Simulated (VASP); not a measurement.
Set up this calculation in VASP 6.6.1, as the native input.

```
Task                   : relaxation of cell and atoms
Functional             : PBE
Potentials or basis    : VASP PAW PBE potentials, release 64 (Ge_d, Mo_sv, W_sv)
Cutoff                 : 600 eV
k mesh                 : 12 × 12 × 6
Occupations            : gaussian, width 0.1 eV
Spin                   : no spin polarisation
Dipole correction      : no
Further INCAR settings : ALGO = Fast; EDIFF = 1e-06; IBRION = 2; EDIFFG = -0.01; NSW = 100; ISIF = 3
```

The structure of Ge4MoW lies in POSCAR:

```
Ge4MoW
1.0
    3.3397563000      0.0000000000      0.0000000000
    0.0000000000      3.3397563000      0.0000000000
    0.0000000000      0.0000000000      8.2881637000
Ge Mo W
4 1 1
Direct
    0.0000000000      0.0000000000      0.6627370000
    0.5000000000      0.5000000000      0.1614470000
    0.0000000000      0.0000000000      0.3372630000
    0.5000000000      0.5000000000      0.8385530000
    0.0000000000      0.0000000000      0.0000000000
    0.5000000000      0.5000000000      0.5000000000
```

The input as run:

INCAR

```
SYSTEM = Ge4MoW
  PREC = Accurate
  ENCUT = 600
  EDIFF = 1E-6
  ISMEAR = 0
  SIGMA = 0.1
  LREAL = .False.
  LASPH = .True.
  NELM = 80
  ALGO = Fast
  ISIF = 3
  LWAVE = .False.
  LCHARG = .False.
  GGA = PE
  IBRION = 2
  NSW = 100
  EDIFFG = -0.01
```

KPOINTS

```
Automatic mesh
0
Gamma
  12 12 6
  0 0 0
```

Potentials or basis: VASP PAW PBE potentials, release 64 (Ge_d, Mo_sv, W_sv).

Command:

```bash
$ cat potpaw_PBE.64/Ge_d/POTCAR potpaw_PBE.64/Mo_sv/POTCAR potpaw_PBE.64/W_sv/POTCAR > POTCAR
$ mpirun -np 1 vasp_std > vasp.out
```

Results of the run:

```json
{"Pressure after relaxing": "0.0 GPa", "Largest force after relaxing": "0.006 eV/Å", "Band gap on the k mesh": "zero (bands 42 and 43 overlap by 1.21 eV)"}
```

Caveat: the relaxation stopped at its first step, so nothing moved; spin-orbit coupling is left out, which moves the levels of the heavy elements.

It took 16 min on 1 thread of Oxide Virtual Turin-like Processor, with other jobs on the host, peak memory 0.6 GiB.
